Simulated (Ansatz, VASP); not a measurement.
# Rh: VASP beside Ansatz

```
Rh
1.0
     2.59550    0.00000    0.00000
    -1.29775    2.24777    0.00000
     0.00000    0.00000    4.34862
Rh
2
Direct
  0.66667 0.33333 0.75000
  0.33333 0.66667 0.25000
```

Change from the starting cell: strain -0.040 along x and y, +0.000 along z, atoms carried along.

Alike in both runs: task single point; functional r2SCAN; k mesh 24 × 24 × 14; occupations gaussian, width 0.15 eV; no spin polarisation.

```csv
,VASP,Ansatz
version,VASP 6.6.1,Ansatz 0.2.0
potentials or method,"VASP PAW PBE potentials, release 64 (Rh_pv), cutoff 520 eV","scalar-relativistic, plane waves, PAW"
valence electrons in the cell,30,34
```

|  | VASP | Ansatz | Ansatz less VASP |
| --- | --- | --- | --- |
| gap on the k mesh at the Fermi level (eV) | none | none | - |
| pressure (GPa) | 30.3 | 28.5 | -1.80 |
| traceless stress, the component that is largest in VASP (GPa) | -9.16 | -9.03 | +0.137 |

VASP's potentials were made for PBE, not for r2SCAN. A gap of «none» marks a metal or a gap that the smearing closes. Both programs put the cell under a high pressure, so it lies far from rest at this level. VASP's potentials hold 30 valence electrons a cell and Ansatz's 34, so a difference there can come from the potentials and not from the codes.
